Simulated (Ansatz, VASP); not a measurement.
**Ge3N: VASP beside Ansatz**

INCAR

```
SYSTEM = Ge3N
ALGO = Normal
EDIFF = 1E-6
ENCUT = 520
GGA = PE
ISIF = 2
ISMEAR = 0
LASPH = .True.
LCHARG = .True.
LELF = .True.
LREAL = .False.
LVHAR = .True.
LWAVE = .False.
NBANDS = 32
NELM = 80
PREC = Accurate
SIGMA = 0.1
```

Contents of KPOINTS:

```
k-points
0
Gamma
  6 6 6
  0 0 0
```

POSCAR

```
Ge3N
1.0
    2.7116064100      1.5655466900      2.8585964700
   -2.7116064100      1.5655466900      2.8585964700
    0.0000000000     -3.1310933800      2.8585964700
Ge N
3 1
Direct
    0.5000000000      0.5000000000      0.0000000000
    0.0000000000      0.5000000000      0.5000000000
    0.5000000000      0.0000000000      0.5000000000
    0.5000000000      0.5000000000      0.5000000000
```

Input for Ansatz:

```yaml
crystal:
  lattice:
    - [2.71160641, 1.56554669, 2.85859647]
    - [-2.71160641, 1.56554669, 2.85859647]
    - [0.0, -3.13109338, 2.85859647]
  atoms:
    - { symbol: Ge, position: [0.5, 0.5, 0.0] }
    - { symbol: Ge, position: [0.0, 0.5, 0.5] }
    - { symbol: Ge, position: [0.5, 0.0, 0.5] }
    - { symbol: "N", position: [0.5, 0.5, 0.5] }
basis:
  ecutwfc: 420
kpoints:
  mp_grid: { grid: [6, 6, 6] }
hamiltonian:
  xc: pbe
scf:
  occupations: { method: gaussian, width: 0.1 }
  lower_state_search: "off"
output:
  forces: true
  stress: true
  eigenvalues: true
```

Alike in both runs: task single point; functional PBE; k mesh 6 × 6 × 6; occupations gaussian, width 0.1 eV; no spin polarisation.

```csv
,VASP,Ansatz
version,VASP 6.6.1,Ansatz 0.2.0
potentials or method,"VASP PAW PBE potentials, release 64 (Ge_d, N), cutoff 520 eV","scalar-relativistic, plane waves, PAW"
valence electrons in the cell,47,47
```

|  | VASP | Ansatz | Ansatz less VASP |
| --- | --- | --- | --- |
| gap on the k mesh at the Fermi level (eV) | none | none | - |
| pressure (GPa) | 8.9 | 8.9 | -0.06 |
| traceless stress, the component that is largest in VASP (GPa) | 5.75 | 5.74 | -0.010 |

A gap of «none» marks a metal or a gap that the smearing closes.
